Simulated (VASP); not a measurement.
# C (Fd-3m) in VASP: notebook

Runs on C. Level: LDA. Tasks: relaxation of cell and atoms.

All numbers are computed with VASP 6.6.1; they aren't measurements. Logs are shortened: lines on timing, memory, paths and dates and some standing lists are left out, and cuts for length are marked.

### 1 The cell of the first run

Symmetry: Fd-3m, No. 227, cubic system. The conventional cell has a = 4.120 Å, b = 4.120 Å, c = 4.120 Å, α = 90.00°, β = 90.00°, γ = 90.00°. Within 2.4 Å of C (site symmetry -43m) lie 4 C at 1.78 Å.

### 2 Relaxation of cell and atoms, LDA, target pressure 10 GPa, at which the enthalpy is minimised

INCAR

```
PREC = Accurate ; ENCUT = 600
EDIFF = 1E-7 ; ISMEAR = 1
SIGMA = 0.05 ; LREAL = False
LASPH = True ; NELM = 120
ALGO = Normal ; ISIF = 3
LWAVE = False ; LCHARG = False
IBRION = 2 ; NSW = 80
EDIFFG = -0.03 ; PSTRESS = 100.0
GGA_COMPAT = False ; NELMIN = 4
```

KPOINTS

```
regular mesh
0
Gamma
  10 10 10
```

POSCAR

```
C
1.0
    0.0000000000      2.0600000000      2.0600000000
    2.0600000000      0.0000000000      2.0600000000
    2.0600000000      2.0600000000      0.0000000000
C
2
Direct
    1.0000000000      1.0000000000      1.0000000000
    0.2500000000      0.2500000000      0.2500000000
```

Potentials or basis: VASP PAW LDA potentials, release 64 (C).

Launch:

```console
cat potpaw_LDA.64/C/POTCAR > POTCAR
mpirun -np 1 vasp_std > vasp.out
```

OUTCAR:

```text
PREC = Accurate
   ENCUT = 600
   EDIFF = 1E-7
   ISMEAR = 1
   LREAL = False
   LASPH = True
   NELM = 120
   ISIF = 3
   IBRION = 2
   NSW = 80
   EDIFFG = -0.03
   PSTRESS = 100.0
   NELMIN = 4

 ion  position               nearest neighbor table
   1  0.000  0.000  0.000-   2 1.78   2 1.78   2 1.78   2 1.78
   2  0.250  0.250  0.250-   1 1.78   1 1.78   1 1.78   1 1.78

  LATTYP: Found a face centered cubic cell.
 ALAT       =     4.1200000000

  Lattice vectors:

 A1 = (   0.0000000000,   2.0600000000,   2.0600000000)
 A2 = (   2.0600000000,   0.0000000000,   2.0600000000)
 A3 = (   2.0600000000,   2.0600000000,   0.0000000000)

Analysis of symmetry for initial positions (statically):
=====================================================================
 Subroutine PRICEL returns:
 Original cell was already a primitive cell.

 Routine SETGRP: Setting up the symmetry group for a
 face centered cubic supercell.

 Subroutine GETGRP returns: Found 48 space group operations
 (whereof 24 operations were pure point group operations)
 out of a pool of 48 trial point group operations.

The static configuration has the point symmetry T_d .
 The point group associated with its full space group is O_h .

Analysis of symmetry for dynamics (positions and initial velocities):
=====================================================================
 Subroutine PRICEL returns:
 Original cell was already a primitive cell.

 Routine SETGRP: Setting up the symmetry group for a
 face centered cubic supercell.

 Subroutine GETGRP returns: Found 48 space group operations
 (whereof 24 operations were pure point group operations)
 out of a pool of 48 trial point group operations.

The dynamic configuration has the point symmetry T_d .
 The point group associated with its full space group is O_h .

 Subroutine INISYM returns: Found 48 space group operations
 (whereof 24 operations are pure point group operations),
 and found     1 'primitive' translations

----------------------------------------------------------------------------------------

                                     Primitive cell

  volume of cell :      17.4836

  direct lattice vectors                    reciprocal lattice vectors
     0.000000000  2.060000000  2.060000000    -0.242718447  0.242718447  0.242718447
     2.060000000  0.000000000  2.060000000     0.242718447 -0.242718447  0.242718447
     2.060000000  2.060000000  0.000000000     0.242718447  0.242718447 -0.242718447

  length of vectors
[... 86 lines left out ...]
   IBRION =      2    ionic relax: 0-MD 1-quasi-New 2-CG
   NFREE  =      1    steps in history (QN), initial steepest desc. (CG)
   ISIF   =      3    stress and relaxation
   ISYM   =      2    0-nonsym 1-usesym 2-fastsym
   POTIM  = 0.5000    time-step for ionic-motion
   TEBEG  =    0.0;   TEEND  =   0.0 temperature during run
   PSTRESS=  100.0 pullay stress
   NELECT =       8.0000    total number of electrons
   NUPDOWN=      -1.0000    fix difference up-down
   EMIN   =  10.00;   EMAX   =-10.00  energy-range for DOS
   EFERMI =   0.00;   METHOD = LEGACY
   ISMEAR =     1;   SIGMA  =   0.05  broadening in eV -4-tet -1-fermi 0-gaus
   EFERMI_NEDOS =   21; number of points for ismear=-14 and -15
   IALGO  =     38    algorithm
   IMIX   =      4    mixing-type and parameters
     AMIX     =   0.40;   BMIX     =  1.00
     AMIX_MAG =   1.60;   BMIX_MAG =  1.00
  volume/ion in A,a.u.               =       8.74        58.99
  Fermi-wavevector in a.u.,A,eV,Ry     =   1.261520  2.383928 21.652770  1.591434
  Thomas-Fermi vector in A             =   2.394975
   LORBIT       =      0    0 simple, 1 ext, 2 COOP (PROOUT), +10 PAW based schemes
   GGA     = CA    functional components
   LHFCALC =     F    Hartree Fock is set to
   AEXX    =    0.0000 exact exchange contribution
   IVDW    =     0    specifies the selected vdW correction
   LEPSILON=     F    determine dielectric tensor
   LRPA    =     F    only Hartree local field effects (RPA)
 conjugate gradient relaxation of ions
 non-spin polarized calculation
 Methfessel and Paxton  Order N= 1 SIGMA  =   0.05
  energy-cutoff  :      600.00
  volume of cell :       17.48
 maximum number of plane-waves:       596
   NGX = 11   NGY = 11   NGZ = 11

--------------------------------------- Ionic step        1  -------------------------------------------

 number of electron       8.0000001 magnetization

 Free energy of the ion-electron system (eV)
  ---------------------------------------------------
  ext. energy  EPLUGINS =         0.00000000
  ---------------------------------------------------
  free energy    TOTEN  =       -17.66679190 eV

  energy without entropy =      -17.66680059  energy(sigma->0) =      -17.66679480

------------------------ aborting loop because EDIFF is reached ----------------------------------------

  FORCE on cell =-STRESS in cart. coord.  units (eV):
  Direction    XX          YY          ZZ          XY          YZ          ZX
  --------------------------------------------------------------------------------------
  -------------------------------------------------------------------------------------
  Total       -9.6507555     -9.6507555     -9.6507555      0.0000000     -0.0000000     -0.0000000
  in kB     -884.3826975   -884.3826975   -884.3826975      0.0000000     -0.0000000     -0.0000000
  external PRESSURE =    -984.3826975 kB  Pullay stress =     100.0000000 kB
[... 63 lines left out ...]
--------------------------------------- Ionic step        3  -------------------------------------------

 number of electron       8.0000000 magnetization

 E-fermi :   9.8920     XC(G=0): -13.5429

 val. band max:        9.8499185099   @ k =   0.0000   0.0000   0.0000
 cond. band min:      14.0065964448   @ k =   0.4000   0.4000   0.0000
 fundamental gap:      4.1566779349
 Fermi energy:         9.8920124217

 k-point     1 :       0.0000    0.0000    0.0000
  band No.  band energies     occupation
      1     -11.5856      2.00000
      2       9.8499      2.00000
      3       9.8499      2.00000
      4       9.8499      2.00000
      5      15.4190      0.00000
      6      15.4190      0.00000
      7      15.4190      0.00000
      8      23.6110      0.00000
[... 328 lines left out ...]
--------------------------------------- Ionic step        5  -------------------------------------------

 number of electron       8.0000000 magnetization

 Free energy of the ion-electron system (eV)
  ---------------------------------------------------
  ext. energy  EPLUGINS =         0.00000000
  ---------------------------------------------------
  free energy    TOTEN  =       -20.26466119 eV

  energy without entropy =      -20.26466989  energy(sigma->0) =      -20.26466409

 E-fermi :  10.4799     XC(G=0): -13.7347

 val. band max:       10.4377900086   @ k =   0.0000   0.0000   0.0000
 cond. band min:      14.6881112737   @ k =   0.4000   0.4000   0.0000
 fundamental gap:      4.2503212651
 Fermi energy:        10.4798839486

 k-point     1 :       0.0000    0.0000    0.0000
  band No.  band energies     occupation
      1     -11.5322      2.00000
      2      10.4378      2.00000
      3      10.4378      2.00000
      4      10.4378      2.00000
      5      16.1181      0.00000
      6      16.1181      0.00000
      7      16.1181      0.00000
      8      25.1143      0.00000
[... 286 lines left out ...]
  energy  without entropy=      -20.2646698894  energy(sigma->0) =      -20.26466409

  enthalpy is  TOTEN    =       -19.5900514585 eV   P V=        0.6746097341

 reached required accuracy - stopping structural energy minimisation
```

CONTCAR:

```text
C
   1.00000000000000
     0.0000000000000000    1.7548677657527427    1.7548677657527427
     1.7548677657527427   -0.0000000000000000    1.7548677657527427
     1.7548677657527427    1.7548677657527427    0.0000000000000000
  C
     2
Direct
     0.0000000000000000    0.0000000000000000    0.0000000000000000
     0.2500000000000000    0.2500000000000000    0.2500000000000000

  0.00000000E+00  0.00000000E+00  0.00000000E+00
  0.00000000E+00  0.00000000E+00  0.00000000E+00
```

Wall time 12 s (1 thread of Intel Xeon Platinum 8259CL at 2.50GHz (Skylake/Cascade Lake), shared host); peak memory 0.12 GiB.

Results:

* Free energy: -20.2647 eV
* Relaxed volume: 5.40 Å³/atom
* Relaxed cell: a = 2.482 Å, b = 2.482 Å, c = 2.482 Å, α = 60.00°, β = 60.00°, γ = 60.00°
* Space group after relaxing (to 0.1 Å): Fd-3m (No. 227)
* Energy change on relaxing (the run minimises the enthalpy): -1298.9 meV/atom
* Ionic steps: 5
* Pressure after relaxing: 10.1 GPa
* Band gap on the k mesh: 4.25 eV (least direct gap 5.68 eV)

Step by step:
```csv
step,energy change (eV),largest force (eV/Å),pressure (GPa),volume (Å³)
1,0.0000,0.0000,-88.44,17.48
2,1.3117,0.0000,445.60,7.11
3,-2.5994,0.0000,-8.43,11.24
4,-2.6038,0.0000,3.88,10.95
5,-2.5979,0.0000,10.10,10.81
```

Final structure:
```xyz
2
Lattice="0.0000 1.7549 1.7549 1.7549 0.0000 1.7549 1.7549 1.7549 0.0000" Properties=species:S:1:pos:R:3 pbc="T T T"
C     0.0000    0.0000    0.0000
C     0.8774    0.8774    0.8774
```

Caveat: the cell is relaxed towards a set pressure, so the run minimises the enthalpy, not the energy; the volume moved by over 15 % at a fixed basis, so the end points are rough.

### 3 Relaxation of cell and atoms, LDA, target pressure 20 GPa, at which the enthalpy is minimised

INCAR

```
SYSTEM = C
  PREC = Accurate
  ENCUT = 600
  EDIFF = 1E-7
  ISMEAR = 1
  SIGMA = 0.05
  LREAL = .False.
  LASPH = .True.
  NELM = 120
  ALGO = Normal
  ISIF = 3
  LWAVE = .False.
  LCHARG = .False.
  IBRION = 2
  NSW = 80
  EDIFFG = -0.03
  PSTRESS = 200.0
  GGA_COMPAT = .False.
  NELMIN = 4
```

KPOINTS

```
Automatic mesh
0
Gamma
  10 10 10
  0 0 0
```

POSCAR is that of step 2.

Potentials or basis: VASP PAW LDA potentials, release 64 (C).

Launch:

```console
cat potpaw_LDA.64/C/POTCAR > POTCAR
mpirun -np 1 vasp_std > vasp.out
```

Run time: 14 s. Hardware: 1 thread of Intel Xeon Platinum 8259CL at 2.50GHz (Skylake/Cascade Lake), shared host; peak memory 0.12 GiB.

The run converged. Its results:

```
Free energy                                                : -20.2449 eV
Relaxed volume                                             : 5.30 Å³/atom
Relaxed cell                                               : a = 2.466 Å, b = 2.466 Å, c = 2.466 Å, α = 60.00°, β = 60.00°, γ = 60.00°
Space group after relaxing (to 0.1 Å)                      : Fd-3m (No. 227)
Energy change on relaxing (the run minimises the enthalpy) : -1289.1 meV/atom
Ionic steps                                                : 5
Pressure after relaxing                                    : 20.3 GPa
Band gap on the k mesh                                     : 4.30 eV (least direct gap 5.74 eV)
```

Step by step:
| step | energy change (eV) | largest force (eV/Å) | pressure (GPa) | volume (Å³) |
| --- | --- | --- | --- | --- |
| 1 | 0.0000 | 0.0000 | -88.44 | 17.48 |
| 2 | 3.8214 | 0.0000 | 668.68 | 6.38 |
| 3 | -2.5993 | 0.0000 | -8.51 | 11.24 |
| 4 | -2.5993 | 0.0000 | 9.01 | 10.83 |
| 5 | -2.5782 | 0.0000 | 20.30 | 10.60 |

Final structure:
```
C
1.0
     0.00000    1.74350    1.74350
     1.74350    0.00000    1.74350
     1.74350    1.74350    0.00000
C
2
Direct
  0.00000 0.00000 0.00000
  0.25000 0.25000 0.25000
```

Levels at points of the mesh, in eV from the valence-band top:
```tsv
k point	band 1	band 2	band 3	band 4	band 5	band 6	band 7	band 8
(0.00, 0.00, 0.00)	-22.24	0.00	0.00	0.00	5.74	5.74	5.74	15.14
(0.50, 0.00, 0.00)	-16.00	-14.13	-2.97	-2.97	8.67	8.67	9.96	16.02
(0.50, 0.50, 0.00)	-13.10	-13.10	-6.71	-6.71	4.86	4.86	17.67	17.67
```

Caveat: the cell is relaxed towards a set pressure, so the run minimises the enthalpy, not the energy; the volume moved by over 15 % at a fixed basis, so the end points are rough. A k mesh can miss the band edges.

### 4 Relaxation of cell and atoms, LDA, target pressure 30 GPa, at which the enthalpy is minimised

INCAR

```
PREC = Accurate
ENCUT = 600
EDIFF = 1E-7
ISMEAR = 1
SIGMA = 0.05
LREAL = F
LASPH = T
NELM = 120
ALGO = Normal
ISIF = 3
LWAVE = F
LCHARG = F
GGA = CA
IBRION = 2
NSW = 80
EDIFFG = -0.03
PSTRESS = 300.0
GGA_COMPAT = F
NELMIN = 4
```

KPOINTS

```
regular mesh
0
Gamma
  10 10 10
```

POSCAR is that of step 3.

Launch:

```console
cat potpaw_LDA.64/C/POTCAR > POTCAR
mpirun -np 1 vasp_std > vasp.out
```

Run time: 13 s. Hardware: 1 thread of Intel Xeon Platinum 8259CL at 2.50GHz (Skylake/Cascade Lake), shared host; peak memory 0.12 GiB.

The run converged. Its results:

```yaml
Free_energy: -20.2138 eV
Relaxed_volume: 5.20 Å³/atom
Relaxed_cell: a = 2.450 Å, b = 2.450 Å, c = 2.450 Å, α = 60.00°, β = 60.00°, γ = 60.00°
Space_group_after_relaxing_to_0.1_Å: Fd-3m (No. 227)
Energy_change_on_relaxing_the_run_minimises_the_enthalpy: -1273.5 meV/atom
Ionic_steps: 5
Pressure_after_relaxing: 30.7 GPa
Band_gap_on_the_k_mesh: 4.34 eV (least direct gap 5.79 eV)
```

Step by step:
```csv
step,energy change (eV),largest force (eV/Å),pressure (GPa),volume (Å³)
1,0.0000,0.0000,-88.44,17.48
2,7.2645,0.0000,975.62,5.70
3,-2.5959,0.0000,-10.68,11.30
4,-2.5949,0.0000,12.10,10.77
5,-2.5470,0.0000,30.73,10.40
```

Final structure:
```yaml
crystal:
  lattice:
    - [0.00000, 1.73267, 1.73267]
    - [1.73267, 0.00000, 1.73267]
    - [1.73267, 1.73267, 0.00000]
  atoms:
    - { symbol: C, position: [0.00000, 0.00000, 0.00000] }
    - { symbol: C, position: [0.25000, 0.25000, 0.25000] }
```

Levels at points of the mesh, in eV from the valence-band top:
```csv
k point,band 1,band 2,band 3,band 4,band 5,band 6,band 7,band 8
"(0.00, 0.00, 0.00)",-22.50,0.00,0.00,0.00,5.79,5.79,5.79,15.59
"(0.50, 0.00, 0.00)",-16.15,-14.35,-3.02,-3.02,8.75,8.75,10.23,16.18
"(0.50, 0.50, 0.00)",-13.24,-13.24,-6.83,-6.83,4.90,4.90,17.97,17.97
```

Caveat: the cell is relaxed towards a set pressure, so the run minimises the enthalpy, not the energy; the volume moved by over 15 % at a fixed basis, so the end points are rough. A k mesh can miss the band edges.

### 5 Summary

| cell | gap on the mesh (eV) | pressure (GPa) |
| --- | --- | --- |
| relaxed to 10 GPa | 4.25 | 10.1 |
| relaxed to 20 GPa | 4.30 | 20.3 |
| relaxed to 30 GPa | 4.34 | 30.7 |

Alike in all rows: task relaxation of cell and atoms; level LDA; potentials or basis VASP PAW LDA potentials, release 64 (C); no spin polarisation; k mesh 10 × 10 × 10; cutoff (eV) 600; smearing methfessel-paxton 0.05 eV.

Caveats: the cell is relaxed towards a set pressure, so the run minimises the enthalpy, not the energy; the volume moved by over 15 % at a fixed basis, so the end points are rough.

Total energies depend on the potentials used, so only differences within one code and one set of settings carry meaning.
